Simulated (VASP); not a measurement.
**Au: single point with PBEsol**

The system is Au.

```
Au
1.0
     1.39948   -2.48847    0.00000
     1.39948    2.48847    0.00000
     0.00000    0.00000    4.74551
Au
2
Cartesian
  1.3995 -0.8149 1.1864
  1.3995 0.8149 3.5591
```

```
Program                : VASP 6.6.1
Task                   : single point
Functional             : PBEsol
Potentials or basis    : VASP PAW PBE potentials, release 64 (Au)
Cutoff                 : 520 eV
k mesh                 : 16 × 16 × 10
Occupations            : gaussian, width 0.1 eV
Spin                   : no spin polarisation
Dipole correction      : no
Further INCAR settings : ALGO = Fast; EDIFF = 1e-06; NBANDS = 18
```

```
Pressure               : 5.5 GPa
Band gap on the k mesh : zero (bands 11 and 12 overlap by 6.70 eV)
```

Levels at points of the mesh, in eV from the Fermi level:
| k point | band 7 | band 8 | band 9 | band 10 | band 11 | band 12 | band 13 | band 14 | band 15 | band 16 |
| --- | --- | --- | --- | --- | --- | --- | --- | --- | --- | --- |
| (0.00, 0.00, 0.00) | -4.20 | -3.73 | -3.55 | -2.19 | -2.15 | -1.30 | 2.91 | 14.50 | 15.80 | 16.83 |
| (0.50, 0.00, 0.00) | -3.80 | -1.92 | -1.83 | -1.64 | 0.42 | 1.79 | 5.92 | 7.43 | 7.76 | 10.16 |
| (0.50, 0.50, 0.00) | -3.99 | -1.90 | -1.88 | -1.67 | 0.33 | 1.45 | 5.76 | 7.37 | 7.42 | 10.88 |
| (0.00, 0.00, 0.50) | -4.58 | -4.58 | -2.72 | -2.72 | -2.60 | -2.60 | 10.92 | 10.92 | 14.87 | 14.87 |
| (0.50, 0.00, 0.50) | -2.48 | -2.48 | -1.71 | -1.71 | 0.48 | 0.48 | 4.26 | 4.26 | 13.50 | 13.50 |
| (0.50, 0.50, 0.50) | -2.40 | -2.40 | -1.77 | -1.77 | 0.18 | 0.18 | 3.98 | 3.98 | 13.17 | 13.17 |

It took 2.4 min on 1 thread of Intel Xeon 6975P-C, on a shared host, peak memory 0.33 GiB.

Caveat: the cell stands under pressure; the PAW data sets were made with another functional, which shifts forces and pressure a little; spin-orbit coupling is left out, which moves the levels of the heavy elements.
